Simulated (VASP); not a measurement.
Ga2Sn: single point with r2SCAN

Ga2Sn:

```
Ga Sn
1.0
     2.50977    4.34704    0.00000
    -2.50977    4.34704    0.00000
     0.00000    0.00000    6.60081
Ga Sn
4 2
Cartesian
  0.0000 0.0000 0.0000
  0.0000 0.0000 3.3004
  -0.0003 2.8982 4.9506
  -0.0003 5.7959 1.6502
  -0.0003 2.8982 1.6502
  -0.0003 5.7959 4.9506
```

- Program: VASP 6.6.1
- Task: single point
- Functional: r2SCAN
- Potentials or basis: VASP PAW PBE potentials, release 64 (Ga_d, Sn_d)
- Cutoff: 520 eV
- k mesh: 4 × 4 × 3
- Occupations: fermi-dirac, width 0.1 eV
- Spin: no spin polarisation
- Dipole correction: no
- Further INCAR settings: ALGO = Normal; EDIFF = 1e-07; NBANDS = 49

- Pressure: -2.9 GPa
- Band gap on the k mesh: zero (bands 40 and 41 overlap by 0.79 eV)

Stress tensor (GPa, compression positive):
```
-2.73  0.00  0.00
 0.00 -2.73  0.00
 0.00  0.00 -3.31
```

Levels at points of the mesh, in eV from the Fermi level:
| k point | band 36 | band 37 | band 38 | band 39 | band 40 | band 41 | band 42 | band 43 | band 44 | band 45 |
| --- | --- | --- | --- | --- | --- | --- | --- | --- | --- | --- |
| (0.00, 0.00, 0.00) | -1.58 | -1.58 | -0.94 | -0.94 | -0.58 | 0.38 | 0.38 | 0.49 | 1.25 | 1.33 |
| (0.50, 0.00, 0.00) | -4.52 | -3.57 | -3.33 | -0.89 | -0.81 | -0.30 | 1.59 | 3.29 | 3.90 | 4.90 |
| (0.50, 0.50, 0.00) | -4.52 | -3.57 | -3.33 | -0.89 | -0.81 | -0.30 | 1.59 | 3.29 | 3.90 | 4.90 |

It took 16 min on 1 thread of Oxide Virtual Turin-like Processor, with other jobs on the host, peak memory 0.31 GiB.

Caveat: the k points lie up to 0.36 Å⁻¹ apart, too coarse for converged energies and pressures of a metal; the PAW data sets were made with another functional, which shifts forces and pressure a little; spin-orbit coupling is left out, which moves the levels of the heavy elements.
